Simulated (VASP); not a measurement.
**Be2I: single point with PBE**

Be2I:

```xyz
3
Lattice="3.3935 0.0000 0.0000 0.0000 3.3935 0.0000 0.0000 0.0000 4.9127" Properties=species:S:1:pos:R:3 pbc="T T T"
Be    1.6967    0.0000    2.8225
Be    0.0000    1.6967    2.0902
I     0.0000    0.0000    0.0000
```

This cell differs from its parent crystal: atoms taken out.

- Program: VASP 6.6.1
- Task: single point
- Functional: PBE
- Potentials or basis: VASP PAW PBE potentials, release 64 (Be, I)
- Cutoff: 600 eV
- k mesh: 6 × 6 × 4
- Occupations: gaussian, width 0.1 eV
- Spin: no spin polarisation
- Dipole correction: no
- Further INCAR settings: ALGO = Normal; EDIFF = 1e-06; NBANDS = 12

```yaml
Pressure: -0.2 GPa
Largest_force: 0.005 eV/Å
Band_gap_on_the_k_mesh: zero (an odd number of electrons rules out a gap without spin polarisation)
```

Forces in eV/Å, atoms in the order of the input:
```
Be   0.000  0.000  0.005
Be   0.000  0.000 -0.005
I    0.000  0.000  0.000
```

Stress tensor (GPa, compression positive):
```
-0.15  0.00  0.00
 0.00 -0.15  0.00
 0.00  0.00 -0.26
```

Levels at points of the mesh, in eV from the Fermi level:
```tsv
k point	band 1	band 2	band 3	band 4	band 5	band 6	band 7	band 8	band 9	band 10
(0.00, 0.00, 0.00)	-14.94	-6.03	-4.98	-1.71	-1.71	3.48	3.48	3.98	4.03	6.09
(0.50, 0.00, 0.00)	-13.90	-6.93	-4.68	-2.65	-1.75	-0.75	0.68	4.84	5.53	5.77
(0.50, 0.50, 0.00)	-12.89	-5.63	-5.63	-3.33	-2.04	-1.23	1.46	1.46	2.33	2.33
(0.00, 0.00, 0.50)	-14.81	-8.11	-1.28	-1.28	-0.41	1.56	1.92	1.92	3.89	5.58
(0.50, 0.00, 0.50)	-13.79	-6.47	-6.46	-3.78	-0.51	1.44	4.18	4.51	4.58	5.11
(0.50, 0.50, 0.50)	-12.78	-5.46	-5.46	-5.24	-1.63	-0.53	-0.53	1.85	3.08	5.82
```

Wall time 20 s on 1 thread of AMD EPYC 7R43 64-Core Processor (Zen 3), on a shared host, peak memory 0.14 GiB.

Caveat: the cell differs from its parent crystal (atoms taken out); spin-orbit coupling is left out, which moves the levels of the heavy elements; an odd number of electrons without spin polarisation forces a metal; a magnetic or distorted state may lie lower.
